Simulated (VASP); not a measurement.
Runs of VASP 6.6.1 on WAu. The structure is that of space group F-43m (No. 216), or close to it. The cells are those of the table. 

| level | potentials or basis | cell | k mesh | cutoff (eV) | grid for exact exchange (PRECFOCK) | share of exact exchange | screening parameter | gap on the mesh (eV) | pressure (GPa) |
| --- | --- | --- | --- | --- | --- | --- | --- | --- | --- |
| PBEsol-based screened hybrid with 25 % exact exchange | VASP PAW PBE potentials, release 64 (W_sv, Au) | a = 3.886 Å, angles 60.0°, 2 atoms | 4 × 4 × 4 | 520 | Normal | 0.25 | 0.207 1/Å | none | 24.5 |
| PBEsol-based screened hybrid with 25 % exact exchange | VASP PAW PBE potentials, release 64 (W_sv, Au) | a = 4.045 Å, angles 60.0°, 2 atoms | 4 × 4 × 4 | 520 | Normal | 0.25 | 0.207 1/Å | none | 0.0 |
| LDA | VASP PAW LDA potentials, release 64 (W_sv, Au_sv_GW) | a = 4.035 Å, angles 60.0°, 2 atoms | 8 × 8 × 8 | 540 | - | - | - | none | 0.8 |
| B3LYP | VASP PAW PBE potentials, release 64 (W_sv, Au) | a = 3.886 Å, angles 60.0°, 2 atoms | 4 × 4 × 4 | 520 | Normal | 0.2 | - | none | (b) |
| B3LYP | VASP PAW PBE potentials, release 64 (W_sv, Au) | a = 4.133 Å, angles 60.0°, 2 atoms | 4 × 4 × 4 | 520 | Normal | 0.2 | - | none | (a) |

Alike in all rows: task single point; no spin polarisation; smearing fermi-dirac 0.05 eV.

Problem. Fill in the values left out.

Solution. (a) 0.5; (b) 37.0.

Caveats: some runs use coarse meshes; spin-orbit coupling is left out, which moves the levels of the heavy elements; the PAW data sets were made with another functional, which shifts forces and pressure a little (at least some runs).

A k mesh can miss the band edges, and the runs leave out spin-orbit coupling on Au, W.

A gap of «none» marks levels without a gap at the run's occupations.

The runs don't all hold the same shells in valence.
